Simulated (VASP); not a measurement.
Crystal: AlFe.

```
Al Fe
1.0
     5.82000    0.00000    0.00000
     0.00000    2.91000    0.00000
     0.00000    0.00000    2.91000
Al Fe
2 2
Cartesian
  0.0000 0.0000 0.0000
  2.9100 0.0000 0.0000
  1.4550 1.4550 1.4550
  4.3650 1.4550 1.4550
```

Base run:

| Quantity | Value |
| --- | --- |
| Program | VASP 6.6.1 |
| Functional | r2SCAN |
| Potentials or basis | VASP PAW PBE potentials, release 64 (Al, Fe) |
| Cutoff | 520 eV |
| k mesh | 5 × 10 × 10 |
| Occupations | fermi-dirac, width 0.05 eV |
| Spin | collinear spin, ferromagnetic start |
| Starting moments | [0.0, 0.0, 4.0, 4.0] μB |

Its results: pressure -10.4 GPa; net moment 1.70 μB per cell; site moments Al -0.04; Fe +0.96 μB.

**Question.** The run is repeated on the same cell with these changes: functional from r2SCAN to PBE; further incar settings from ALGO = Normal; EDIFF = 1e-06; NBANDS = 23 to ALGO = Normal; EDIFF = 1e-07; NBANDS = 23. What comes out?

**Answer.** Pressure -5.8 GPa; net moment 1.52 μB per cell; site moments Al -0.03; Fe +0.81 μB.

Caveats: the cell stands under tension; the PAW data sets were made with another functional, which shifts forces and pressure a little (at least some runs).
